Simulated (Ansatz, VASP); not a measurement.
## LuH2 in VASP and in Ansatz

```
Lu H
1.0
     0.00000    2.51650    2.51650
     2.51650    0.00000    2.51650
     2.51650    2.51650    0.00000
Lu H
1 2
Cartesian
  0.0000 0.0000 0.0000
  1.2583 1.2583 1.2583
  3.7748 3.7748 3.7748
```

Alike in both runs: task relaxation of cell and atoms; functional r2SCAN; k mesh 14 × 14 × 14; occupations gaussian, width 0.1 eV; no spin polarisation.

|  | VASP | Ansatz |
| --- | --- | --- |
| version | VASP 6.6.1 | Ansatz 0.2.0 |
| potentials or method | VASP PAW PBE potentials, release 64 (Lu, H), cutoff 600 eV | scalar-relativistic, plane waves, PAW |
| valence electrons in the cell | 27 | 27 |

Ansatz gave:

- gap on the k mesh at the Fermi level, each at its own relaxed structure (eV): none
- relaxed volume (Å³/atom): 10.37
- relaxed length of the cell vector where the two differ most in proportion (Å): 3.531

Q: Which values does VASP return?

A: gap on the k mesh at the Fermi level, each at its own relaxed structure (eV): none; relaxed volume (Å³/atom): 10.46; relaxed length of the cell vector where the two differ most in proportion (Å): 3.540.

VASP's potentials were made for PBE, not for r2SCAN. A gap of «none» marks a metal or a gap that the smearing closes.

Neither program's run includes spin-orbit coupling.
